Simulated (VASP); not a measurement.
Crystal: LuVGa2.

```
CELL_PARAMETERS angstrom
3.48459 0.00000 0.00000
-1.74229 3.01775 0.00000
-1.74229 1.00592 6.43297
ATOMIC_POSITIONS crystal
Lu 0.50000 0.50000 0.50000
V 0.00000 0.00000 0.00000
Ga 0.23369 0.76631 0.70107
Ga 0.76631 0.23369 0.29893
```

| Item | Value |
| --- | --- |
| Program | VASP 6.6.1 |
| Task | relaxation of cell and atoms |
| Functional | PBE |
| Potentials or basis | VASP PAW PBE potentials, release 64 (Lu, V_sv, Ga_d) |
| Cutoff | 600 eV |
| k mesh | 6 × 6 × 6 |
| Occupations | gaussian, width 0.032 eV |
| Spin | no spin polarisation |

At the start: pressure 27.6 GPa; volume 16.91 Å³/atom.

Problem. How do energy, volume and symmetry change on relaxing?

Solution. Over 37 steps the energy falls by 1216.9 meV/atom and the volume is 18.95 Å³/atom (+12.1 %); space group R-3m (No. 166, to 0.1 Å) before and after.

Step by step:
```
step  energy change (eV)  largest force (eV/Å)  pressure (GPa)  volume (Å³)
   1              0.0000                6.7024           27.63        67.65
   2             -2.7925                1.6196          -11.33       100.30
   3             -3.0128                2.3763           -7.14        90.60
   4             -3.9113                1.8133           -3.91        83.14
   5             -4.3196                0.2153            6.61        73.48
   6             -4.3420                0.6498            3.37        75.48
   7             -4.3432                0.5577            4.00        75.03
   8             -4.4233                0.0900           -0.12        78.91
   9             -4.4242                0.0329            0.20        78.54
  10             -4.4245                0.0110           -0.10        78.76
  11             -4.4245                0.0066           -0.04        78.74
  12             -4.4246                0.0103           -0.03        78.70
  13             -4.4249                0.0194            0.01        78.58
  14             -4.4251                0.0371            0.35        78.34
  15             -4.4251                0.0373            0.37        78.34
  16             -4.4251                0.0387            0.34        78.34
  17             -4.4252                0.0412            0.32        78.33
  18             -4.4253                0.0473            0.40        78.32
  19             -4.4253                0.0586            0.43        78.29
  20             -4.4267                0.0864            0.51        78.22
  21             -4.4333                0.1821            0.54        78.07
  22             -4.4549                0.3583            0.74        77.71
  23             -4.5413                0.6972            1.14        76.68
  24             -4.7819                0.6127            2.42        73.38
  25             -4.7222                0.1715            4.03        71.21
  26             -4.7809                0.4911            2.92        72.67
  27             -4.7774                0.4547            3.04        72.48
  28             -4.8101                0.3602           -1.70        76.25
  29             -4.8126                0.3798           -0.77        75.42
  30             -4.8335                0.2912           -0.56        75.44
  31             -4.8629                0.0056            0.06        75.46
  32             -4.8637                0.0631            0.14        75.46
  33             -4.8662                0.0350           -0.13        75.74
  34             -4.8671                0.0149           -0.29        75.97
  35             -4.8672                0.0093           -0.24        76.03
  36             -4.8669                0.0063            0.51        75.50
  37             -4.8674                0.0082            0.04        75.82
```

Final structure:
```yaml
crystal:
  lattice:
    - [4.19446, 0.00000, 0.00000]
    - [-2.09723, 3.63252, 0.00000]
    - [-2.09723, 1.21084, 4.97596]
  atoms:
    - { symbol: Lu, position: [0.50000, 0.50000, 0.50000] }
    - { symbol: V, position: [0.00000, 0.00000, 0.00000] }
    - { symbol: Ga, position: [0.27534, 0.72466, 0.82603] }
    - { symbol: Ga, position: [0.72466, 0.27534, 0.17397] }
```

Caveat: a cell axis changed by over 15 % at a fixed basis, so the end point is rough.
